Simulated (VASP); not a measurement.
# Si (P1) in VASP: relaxation of cell and atoms with PBE

Aim: the relaxation of cell and atoms of Si with PBE.

Program: VASP 6.6.1. These are calculated values, not measurements. Logs are shortened: lines on timing, memory, paths and dates and some standing lists are left out, and cuts for length are marked.

## (1) The cell of the first run

The typed cell holds 12 atoms: a = 4.991 Å, b = 4.855 Å, c = 10.072 Å, α = 78.54°, β = 76.59°, γ = 77.39°.

## (2) Relaxation of cell and atoms, PBE

File INCAR:

```
  ALGO = Normal
  EDIFF = 1E-7
  EDIFFG = -0.025
  ENCUT = 600
  GGA = PE
  IBRION = 2
  ISIF = 3
  ISMEAR = 0
  LASPH = True
  LCHARG = False
  LREAL = False
  LWAVE = False
  NELM = 60
  NSW = 80
  PREC = Accurate
  SIGMA = 0.2
```

File KPOINTS:

```
k-points
0
Gamma
  4 4 2
```

File POSCAR:

```
Si
1.0
    3.1313890873      1.7586914689      3.4656278888
   -3.0236981723      1.7863876598      3.3523659334
    0.1556621247     -7.3057379047      6.9319734094
Si
12
Direct
    0.0949665772      0.1507352901      0.2568473164
    0.1537922631      0.1487989365      0.7644539518
    0.5279900849      0.1517443750      0.0792778401
    0.5599550724      0.1393860501      0.5859775235
    0.1182291995      0.5825490157      0.0539155463
    0.1203057091      0.5463811481      0.5827405321
    0.4674516926      0.8705942009      0.4449051743
    0.4440671474      0.9037768157      0.9278254070
    0.8793715748      0.8366311538      0.2149519377
    0.8881036939      0.8055715228      0.7256070983
    0.8376923753      0.4541016799      0.4263960998
    0.9080746098      0.4097298114      0.9371015727
```

Potentials or basis: VASP PAW PBE potentials, release 64 (Si).

Command:

```
cat potpaw_PBE.64/Si/POTCAR > POTCAR
mpirun -np 1 vasp_std > vasp.out
```

OUTCAR:

```text
EDIFF = 1E-7
   EDIFFG = -0.025
   ENCUT = 600
   GGA = PE
   IBRION = 2
   ISIF = 3
   ISMEAR = 0
   LASPH = True
   LREAL = False
   NELM = 60
   NSW = 80
   PREC = Accurate

 ion  position               nearest neighbor table
   1  0.095  0.151  0.257-   9 2.20  11 2.43   3 2.47   5 2.62   7 2.90
   2  0.154  0.149  0.764-  12 2.31   4 2.38   6 2.39   8 2.41  10 2.48
   3  0.528  0.152  0.079-   8 2.28   1 2.47  12 2.51   9 2.53   5 2.60
   4  0.560  0.139  0.586-   7 2.29   2 2.38  11 2.40  10 2.51   6 2.61
   5  0.118  0.583  0.054-  12 2.13   9 2.20   8 2.46   3 2.60   1 2.62
   6  0.120  0.546  0.583-  10 2.08   2 2.39  11 2.50   7 2.57   4 2.61
   7  0.467  0.871  0.445-   4 2.29  11 2.43   6 2.57   9 2.72   1 2.90
   8  0.444  0.904  0.928-   3 2.28   2 2.41   5 2.46  10 2.67  12 2.95
   9  0.879  0.837  0.215-   5 2.20   1 2.20   3 2.53  11 2.53   7 2.72
  10  0.888  0.806  0.726-   6 2.08   2 2.48   4 2.51  12 2.57   8 2.67
  11  0.838  0.454  0.426-   4 2.40   1 2.43   7 2.43   6 2.50   9 2.53
  12  0.908  0.410  0.937-   5 2.13   2 2.31   3 2.51  10 2.57   8 2.95

  LATTYP: Found a triclinic cell.
 ALAT       =     4.9909087311
 B/A-ratio  =     1.2334810936
 C/A-ratio  =     3.1818786581
 COS(alpha) =     0.0074483890
 COS(beta)  =     0.6149359178
 COS(gamma) =     0.6384961453

  Lattice vectors:

 A1 = (   3.1313890873,   1.7586914689,   3.4656278888)
 A2 = (   6.1550872596,  -0.0276961909,   0.1132619554)
 A3 = (   0.0597197053,  14.3958961621,   6.7040142350)

Analysis of symmetry for initial positions (statically):
=====================================================================
 Subroutine PRICEL returns:
 Original cell was already a primitive cell.

 Routine SETGRP: Setting up the symmetry group for a
 triclinic supercell.

 Subroutine GETGRP returns: Found  1 space group operations
 (whereof  1 operations were pure point group operations)
 out of a pool of  2 trial point group operations.

The static configuration has the point symmetry C_1 .

Analysis of symmetry for dynamics (positions and initial velocities):
=====================================================================
 Subroutine PRICEL returns:
 Original cell was already a primitive cell.

 Routine SETGRP: Setting up the symmetry group for a
 triclinic supercell.

 Subroutine GETGRP returns: Found  1 space group operations
 (whereof  1 operations were pure point group operations)
 out of a pool of  2 trial point group operations.

The dynamic configuration has the point symmetry C_1 .

 Subroutine INISYM returns: Found  1 space group operations
[... 116 lines left out ...]
   IBRION =      2    ionic relax: 0-MD 1-quasi-New 2-CG
   NFREE  =      1    steps in history (QN), initial steepest desc. (CG)
   ISIF   =      3    stress and relaxation
   ISYM   =      2    0-nonsym 1-usesym 2-fastsym
   POTIM  = 0.5000    time-step for ionic-motion
   TEBEG  =    0.0;   TEEND  =   0.0 temperature during run
   PSTRESS=    0.0 pullay stress
   NELECT =      48.0000    total number of electrons
   NUPDOWN=      -1.0000    fix difference up-down
   EMIN   =  10.00;   EMAX   =-10.00  energy-range for DOS
   EFERMI =   0.00;   METHOD = LEGACY
   ISMEAR =     0;   SIGMA  =   0.20  broadening in eV -4-tet -1-fermi 0-gaus
   EFERMI_NEDOS =   21; number of points for ismear=-14 and -15
   IALGO  =     38    algorithm
   IMIX   =      4    mixing-type and parameters
     AMIX     =   0.40;   BMIX     =  1.00
     AMIX_MAG =   1.60;   BMIX_MAG =  1.00
  volume/ion in A,a.u.               =      19.07       128.69
  Fermi-wavevector in a.u.,A,eV,Ry     =   0.972694  1.838126 12.872935  0.946134
  Thomas-Fermi vector in A             =   2.103014
   LORBIT       =      0    0 simple, 1 ext, 2 COOP (PROOUT), +10 PAW based schemes
   GGA     = PE    functional components
   LHFCALC =     F    Hartree Fock is set to
   AEXX    =    0.0000 exact exchange contribution
   IVDW    =     0    specifies the selected vdW correction
   LEPSILON=     F    determine dielectric tensor
   LRPA    =     F    only Hartree local field effects (RPA)
 conjugate gradient relaxation of ions
 non-spin polarized calculation
 Gauss-broadening in eV      SIGMA  =   0.20
  energy-cutoff  :      600.00
  volume of cell :      228.84
 maximum number of plane-waves:      7668
   NGX = 19   NGY = 19   NGZ = 41

--------------------------------------- Ionic step        1  -------------------------------------------

 number of electron      48.0000000 magnetization

 Free energy of the ion-electron system (eV)
  ---------------------------------------------------
  ext. energy  EPLUGINS =         0.00000000
  ---------------------------------------------------
  free energy    TOTEN  =       -58.65148815 eV

  energy without entropy =      -58.56442707  energy(sigma->0) =      -58.60795761

------------------------ aborting loop because EDIFF is reached ----------------------------------------

  FORCE on cell =-STRESS in cart. coord.  units (eV):
  Direction    XX          YY          ZZ          XY          YZ          ZX
  --------------------------------------------------------------------------------------
  -------------------------------------------------------------------------------------
  Total        7.2710382      2.7958711     12.0325238      4.6985558     -3.5903462     -6.1978109
  in kB       50.9061545     19.5745152     84.2423735     32.8956335    -25.1368119    -43.3922515
  external PRESSURE =      51.5743477 kB  Pullay stress =       0.0000000 kB
[... 119 lines left out ...]
  FREE ENERGIE OF THE ION-ELECTRON SYSTEM (eV)
  ---------------------------------------------------
  free  energy   TOTEN  =       -60.1142523645 eV

  energy  without entropy=      -60.0357074547  energy(sigma->0) =      -60.07497991

[... ionic steps 4 to 37 ...]

--------------------------------------- Ionic step       38  -------------------------------------------

 number of electron      48.0000001 magnetization

------------------------ aborting loop because EDIFF is reached ----------------------------------------
[... 87 lines left out ...]
--------------------------------------- Ionic step       40  -------------------------------------------

 number of electron      48.0000001 magnetization

 Free energy of the ion-electron system (eV)
  ---------------------------------------------------
  ext. energy  EPLUGINS =         0.00000000
  ---------------------------------------------------
  free energy    TOTEN  =       -61.44252075 eV

  energy without entropy =      -61.37480012  energy(sigma->0) =      -61.40866043

 E-fermi :   6.1447     XC(G=0):  -9.4683

 val. band max:        6.1387521247   @ k =   0.2500   0.0000   0.5000
 cond. band min:       6.1568949723   @ k =   0.5000  -0.0000   0.0000
 fundamental gap:      0.0181428476
 Fermi energy:         6.1446787836

 k-point     1 :       0.0000    0.0000    0.0000
  band No.  band energies     occupation
      1      -6.2494      2.00000
      2      -4.7143      2.00000
      3      -4.5269      2.00000
      4      -2.1060      2.00000
      5      -2.0163      2.00000
      6      -1.3010      2.00000
[... 708 lines left out ...]
  FREE ENERGIE OF THE ION-ELECTRON SYSTEM (eV)
  ---------------------------------------------------
  free  energy   TOTEN  =       -61.4425207522 eV

  energy  without entropy=      -61.3748001173  energy(sigma->0) =      -61.40866043

 reached required accuracy - stopping structural energy minimisation
```

CONTCAR:

```text
Si
   1.00000000000000
     3.5919948667759711    1.7251683311912591    3.3151342646432762
    -3.5219347032515609    1.4927678947322989    3.3984113673105432
    -0.4129773433882847   -6.7410063947987524    6.8931728912141788
  Si
    12
Direct
     0.1559822962989643    0.1564412307300965    0.2637110571831536
     0.1543685936976767    0.1563330570345004    0.7643824172702416
     0.5606524575277608    0.1150066357293244    0.0779807925389490
     0.5583508119201439    0.1142999767659339    0.5773726943381035
     0.1059561344676379    0.5818162472995481    0.0775400889637936
     0.1025777215507207    0.5804778070192829    0.5780135967355857
     0.4396314241512616    0.8837161046438400    0.4223601555406348
     0.4412874832041188    0.8871016644501097    0.9220550464260177
     0.8457371445726153    0.8430101900220280    0.2357477827755219
     0.8434874974784458    0.8438624280138226    0.7362917774623889
     0.8951936580063918    0.4183039910324715    0.4220788223263867
     0.8967747771242617    0.4196306672590425    0.9224657684392160

  0.00000000E+00  0.00000000E+00  0.00000000E+00
  0.00000000E+00  0.00000000E+00  0.00000000E+00
  0.00000000E+00  0.00000000E+00  0.00000000E+00
  0.00000000E+00  0.00000000E+00  0.00000000E+00
  0.00000000E+00  0.00000000E+00  0.00000000E+00
  0.00000000E+00  0.00000000E+00  0.00000000E+00
  0.00000000E+00  0.00000000E+00  0.00000000E+00
  0.00000000E+00  0.00000000E+00  0.00000000E+00
  0.00000000E+00  0.00000000E+00  0.00000000E+00
  0.00000000E+00  0.00000000E+00  0.00000000E+00
  0.00000000E+00  0.00000000E+00  0.00000000E+00
  0.00000000E+00  0.00000000E+00  0.00000000E+00
```

It took 47 min on 1 thread of Intel Xeon Platinum 8488C (Sapphire Rapids), shared host; peak memory 0.41 GiB.

What came out:

* Free energy: -61.4425 eV
* Relaxed volume: 19.96 Å³/atom
* Relaxed cell: a = 5.184 Å, b = 5.117 Å, c = 9.650 Å, α = 72.54°, β = 78.77°, γ = 87.43°
* Space group after relaxing (to 0.1 Å): P-1 (No. 2)
* Energy gained by relaxing: 232.6 meV/atom
* Ionic steps: 40
* Pressure after relaxing: 0.0 GPa
* Largest force after relaxing: 0.022 eV/Å
* Band gap on the k mesh: zero (bands 24 and 25 overlap by 1.00 eV)

Forces on the atoms (eV/Å):
```
Si  -0.013 -0.016  0.005
Si  -0.009  0.010  0.008
Si  -0.008 -0.002 -0.005
Si   0.001 -0.006  0.000
Si   0.002 -0.012 -0.005
Si   0.001  0.006  0.005
Si   0.005  0.010  0.019
Si   0.004 -0.002 -0.005
Si   0.000  0.007 -0.005
Si   0.016  0.012 -0.005
Si   0.003 -0.002 -0.001
Si  -0.003 -0.004 -0.012
```

Step by step:
| step | energy change (eV) | largest force (eV/Å) | pressure (GPa) | volume (Å³) |
| --- | --- | --- | --- | --- |
| 1 | 0.0000 | 4.6435 | 5.16 | 228.84 |
| 2 | -1.2833 | 1.0954 | -3.91 | 249.43 |
| 3 | -1.4628 | 1.1641 | -2.15 | 242.53 |
| 4 | -1.7518 | 1.0350 | -0.15 | 235.26 |
| 5 | -1.8130 | 0.8969 | 1.62 | 230.26 |
| 6 | -1.9971 | 0.6388 | 0.76 | 232.41 |
| 7 | -2.0382 | 0.8575 | 0.30 | 234.08 |
| 8 | -2.2148 | 0.8584 | -0.44 | 237.12 |
| 9 | -2.2544 | 1.3783 | -0.73 | 238.94 |
| 10 | -2.4828 | 0.7506 | -0.12 | 237.68 |
| 11 | -2.5177 | 0.6926 | 0.28 | 236.94 |
| 12 | -2.6359 | 0.4770 | -0.12 | 237.66 |
| 13 | -2.6361 | 0.5009 | -0.13 | 237.68 |
| 14 | -2.6955 | 0.2845 | -0.02 | 237.25 |
| 15 | -2.7090 | 0.4159 | 0.10 | 236.93 |
| 16 | -2.7370 | 0.2423 | -0.02 | 237.29 |
| 17 | -2.7403 | 0.2837 | -0.07 | 237.47 |
| 18 | -2.7526 | 0.1786 | 0.03 | 237.32 |
| 19 | -2.7530 | 0.1731 | 0.01 | 237.34 |
| 20 | -2.7581 | 0.1143 | 0.03 | 237.36 |
| 21 | -2.7584 | 0.1206 | 0.03 | 237.37 |
| 22 | -2.7628 | 0.0855 | 0.01 | 237.59 |
| 23 | -2.7642 | 0.1067 | -0.02 | 237.79 |
| 24 | -2.7682 | 0.0829 | 0.01 | 237.86 |
| 25 | -2.7698 | 0.0944 | 0.05 | 237.93 |
| 26 | -2.7730 | 0.0953 | 0.03 | 238.14 |
| 27 | -2.7749 | 0.1520 | 0.00 | 238.47 |
| 28 | -2.7787 | 0.0794 | -0.03 | 238.71 |
| 29 | -2.7801 | 0.1188 | -0.05 | 238.96 |
| 30 | -2.7832 | 0.0779 | 0.04 | 238.84 |
| 31 | -2.7839 | 0.0894 | 0.12 | 238.74 |
| 32 | -2.7868 | 0.0648 | -0.03 | 239.35 |
| 33 | -2.7869 | 0.0872 | -0.08 | 239.54 |
| 34 | -2.7889 | 0.0455 | -0.01 | 239.45 |
| 35 | -2.7889 | 0.0520 | 0.00 | 239.43 |
| 36 | -2.7900 | 0.0489 | 0.01 | 239.41 |
| 37 | -2.7902 | 0.0597 | 0.02 | 239.40 |
| 38 | -2.7908 | 0.0253 | -0.01 | 239.51 |
| 39 | -2.7908 | 0.0254 | -0.01 | 239.51 |
| 40 | -2.7910 | 0.0223 | 0.00 | 239.46 |

Final structure:
```cif
data_structure
_symmetry_space_group_name_H-M 'P 1'
_symmetry_Int_Tables_number 1
_cell_length_a 5.1835
_cell_length_b 5.1168
_cell_length_c 9.6503
_cell_angle_alpha 72.537
_cell_angle_beta 78.773
_cell_angle_gamma 87.427
_cell_volume 239.46
loop_
_atom_site_label
_atom_site_type_symbol
_atom_site_fract_x
_atom_site_fract_y
_atom_site_fract_z
_atom_site_occupancy
Si1 Si 0.15598 0.15644 0.26371 1
Si2 Si 0.15437 0.15633 0.76438 1
Si3 Si 0.56065 0.11501 0.07798 1
Si4 Si 0.55835 0.11430 0.57737 1
Si5 Si 0.10596 0.58182 0.07754 1
Si6 Si 0.10258 0.58048 0.57801 1
Si7 Si 0.43963 0.88372 0.42236 1
Si8 Si 0.44129 0.88710 0.92205 1
Si9 Si 0.84574 0.84301 0.23575 1
Si10 Si 0.84349 0.84386 0.73629 1
Si11 Si 0.89519 0.41830 0.42208 1
Si12 Si 0.89677 0.41963 0.92247 1
```

Levels at points of the mesh, in eV from the Fermi level:
```
           k point  band 20  band 21  band 22  band 23  band 24  band 25  band 26  band 27  band 28  band 29
(0.00, 0.00, 0.00)    -2.28    -1.63    -1.18    -0.80    -0.13    -0.05     0.48     1.02     1.06     1.07
(0.50, 0.00, 0.00)    -2.39    -2.13    -1.41    -1.16    -0.91    -0.11     0.01     0.65     2.29     2.68
(0.00, 0.50, 0.00)    -2.87    -1.83    -1.70    -0.44    -0.41    -0.28    -0.04     1.04     1.90     2.18
(0.50, 0.50, 0.00)    -0.91    -0.86    -0.81    -0.23     0.08     1.51     1.71     1.95     1.97     2.30
(0.00, 0.00, 0.50)    -2.00    -1.96    -1.95    -0.74    -0.73     0.72     0.73     0.83     0.83     1.60
(0.50, 0.00, 0.50)    -2.42    -1.81    -1.80    -0.23    -0.22     0.09     0.11     1.49     1.51     1.95
(0.00, 0.50, 0.50)    -1.97    -1.85    -1.84    -0.91    -0.90     0.23     0.25     1.40     1.42     2.79
(0.50, 0.50, 0.50)    -1.43    -0.55    -0.55    -0.27    -0.26     1.64     1.64     2.11     2.11     2.42
```
